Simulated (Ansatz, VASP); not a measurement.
**Ga in VASP and in Ansatz**

File POSCAR:

```
Ga
1.0
    2.7968227674      0.0000000000      0.0000000000
    0.0000000000      3.3033419319      0.0000000000
   -1.3523282526      0.0000000000      4.0166995966
Ga
2
Direct
    0.1345962700      0.7500000000      0.7701668300
    0.8654037300      0.2500000000      0.2298331700
```

The input INCAR.step1:

```
ALGO = Normal
EDIFF = 1E-5
ENCUT = 520
GGA = PE
ISIF = 2
ISMEAR = -1
LASPH = T
LCHARG = F
LREAL = F
LWAVE = T
NBANDS = 20
NELM = 60
PREC = Accurate
SIGMA = 0.05
```

Contents of INCAR.step2:

```
AEXX = 0.25
ALGO = Normal
EDIFF = 1E-6
ENCUT = 520
GGA = PE
ISIF = 2
ISMEAR = -1
ISTART = 1
LASPH = T
LCHARG = F
LHFCALC = T
LREAL = F
LWAVE = F
NBANDS = 20
NELM = 60
PREC = Accurate
PRECFOCK = Normal
SIGMA = 0.05
```

KPOINTS

```
k-points
0
Gamma
  6 4 4
```

Contents of input.yaml:

```yaml
crystal:
  lattice:
    - [2.7968227674, 0.0, 0.0]
    - [0.0, 3.3033419319, 0.0]
    - [-1.3523282526, 0.0, 4.0166995966]
  atoms:
    - { symbol: Ga, position: [0.13459627, 0.75, 0.77016683] }
    - { symbol: Ga, position: [0.86540373, 0.25, 0.22983317] }
hamiltonian:
  xc: pbe0
  pseudopotentials: { kind: paw }
kpoints:
  mp_grid: { grid: [6, 4, 4] }
scf:
  occupations: { method: fermi_dirac, width: 0.05 }
output:
  forces: true
  stress: true
  eigenvalues: true
  write_density: true
  write_potential: true
  elf: true
  volumetric_format: npy
```

Alike in both runs: task single point; functional PBE0; k mesh 6 × 4 × 4; occupations fermi-dirac, width 0.05 eV; no spin polarisation.

```csv
,VASP,Ansatz
version,VASP 6.6.1,Ansatz 0.2.0
potentials or method,"VASP PAW PBE potentials, release 64 (Ga_d)",Ansatz PAW
plane-wave cutoff (eV),520,420
valence electrons in the cell,26,26
```

Ansatz gave:

- gap on the k mesh at the Fermi level (eV): none
- pressure (GPa): -1.7
- traceless stress, the component that is largest in VASP (GPa): 0.81
- rms of the force components (eV/Å): 0.113

Problem. What did VASP give for the same quantities?

Solution. gap on the k mesh at the Fermi level (eV): none; pressure (GPa): -1.5; traceless stress, the component that is largest in VASP (GPa): 0.81; rms of the force components (eV/Å): 0.112.

Atom by atom the forces differ by 0.001 eV/Å (rms over components). A gap of «none» marks a metal or a gap that the smearing closes.

The k mesh is coarse, so the values compare programs but aren't converged.
